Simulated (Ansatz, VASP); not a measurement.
One calculation of Sn2TeAs2, two programs

```xyz
5
Lattice="4.8019 0.0000 0.0000 -2.4010 4.1586 0.0000 0.0000 0.0000 8.5249" Properties=species:S:1:pos:R:3 pbc="T T T"
Sn    2.4010    1.3862    6.1544
Sn    0.0000    2.7724    2.3704
Te    0.0000    0.0000    0.0000
As    2.4010    1.3862    3.2045
As    0.0000    2.7724    5.3203
```

Change from the starting cell: species swapped into the SrAl2Si2 type (P-3m1, No. 164).

Alike in both runs: task single point; functional PBE; k mesh 6 × 6 × 2; occupations gaussian, width 0.1 eV; no spin polarisation.

```csv
,VASP,Ansatz
version,VASP 6.6.1,Ansatz 0.2.0
potentials or method,"VASP PAW PBE potentials, release 64 (Sn_d, Te, As), cutoff 520 eV","scalar-relativistic, plane waves, PAW"
valence electrons in the cell,44,74
```

|  | VASP | Ansatz | Ansatz less VASP |
| --- | --- | --- | --- |
| gap on the k mesh at the Fermi level (eV) | none | none | - |
| pressure (GPa) | -4.6 | -4.6 | 0.00 |
| traceless stress, the component that is largest in VASP (GPa) | 1.05 | 1.06 | +0.007 |
| rms of the force components (eV/Å) | 0.176 | 0.175 | -0.0017 |

Atom by atom the forces differ by 0.002 eV/Å (rms over components). A gap of «none» marks a metal or a gap that the smearing closes. The functional is the same, so the differences come from potentials, cutoffs and numerics. VASP's potentials hold 44 valence electrons a cell and Ansatz's 74, so a difference there can come from the potentials and not from the codes.

The k mesh is coarse, so the values compare programs but aren't converged. Spin-orbit coupling is off throughout.
